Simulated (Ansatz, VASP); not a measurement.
HgTe: VASP beside Ansatz

```xyz
2
Lattice="0.0000 3.2867 3.2867 3.2867 0.0000 3.2867 3.2867 3.2867 0.0000" Properties=species:S:1:pos:R:3 pbc="T T T"
Hg    0.0000    0.0000    0.0000
Te    4.9301    4.9301    4.9301
```

Change from the starting cell: volume scaled by 1.06.

Alike in both runs: task single point; functional PBE; k mesh 9 × 9 × 9; occupations fermi-dirac, width 0.05 eV; no spin polarisation.

|  | VASP | Ansatz |
| --- | --- | --- |
| version | VASP 6.6.1 | Ansatz 0.2.0 |
| potentials or method | VASP PAW PBE potentials, release 64 (Hg, Te), cutoff 520 eV | all-electron LAPW, scalar-relativistic |

|  | VASP | Ansatz | Ansatz less VASP |
| --- | --- | --- | --- |
| pressure (GPa) | 1.4 | 1.3 | -0.05 |

Ansatz ran all-electron here, and VASP with PAW potentials.

Spin-orbit coupling is off throughout.
